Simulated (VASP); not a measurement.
A run of VASP 6.6.1 is set up as follows.

POSCAR

```
NaI
1.0
    0.0000000000      3.2616066157      3.2616066157
    3.2616066157      0.0000000000      3.2616066157
    3.2616066157      3.2616066157      0.0000000000
Na I
1 1
Direct
    0.0000000000      0.0000000000      0.0000000000
    0.5000000000      0.5000000000      0.5000000000
```

INCAR.step1

```
SYSTEM = NaI
ALGO = Normal
EDIFF = 1E-5
ENCUT = 550
GGA = PE
GGA_COMPAT = .False.
ISMEAR = 0
LASPH = .True.
LCHARG = .False.
LREAL = .False.
LWAVE = .True.
NBANDS = 14
NELM = 120
PREC = Accurate
SIGMA = 0.01
```

INCAR.step2

```
SYSTEM = NaI
ALGO = Normal
EDIFF = 1E-6
ENCUT = 550
GGA_COMPAT = .False.
ISIF = 2
ISMEAR = 0
ISTART = 1
LASPH = .True.
LCHARG = .True.
LELF = .True.
LMIXTAU = .True.
LREAL = .False.
LVHAR = .True.
LWAVE = .False.
METAGGA = R2SCAN
NBANDS = 14
NELM = 120
PREC = Accurate
SIGMA = 0.01
```

Contents of KPOINTS:

```
k-points
0
Gamma
  6 6 6
  0 0 0
```

Potentials or basis: VASP PAW PBE potentials, release 64 (Na_pv, I).

Launch:

```console
$ cat potpaw_PBE.64/Na_pv/POTCAR potpaw_PBE.64/I/POTCAR > POTCAR
$ cp INCAR.step1 INCAR
$ mpirun -np 1 vasp_std > vasp.out
$ cp INCAR.step2 INCAR
$ mpirun -np 1 vasp_std > vasp.out
```

**Question.** What does it give for the band gap on the k mesh?

**Answer.** 4.37 eV, direct.

**Question.** What does it give for the pressure?

**Answer.** -0.5 GPa.

Caveat: the PAW data sets were made with another functional, which shifts forces and pressure a little; spin-orbit coupling is left out, which moves the levels of the heavy elements.
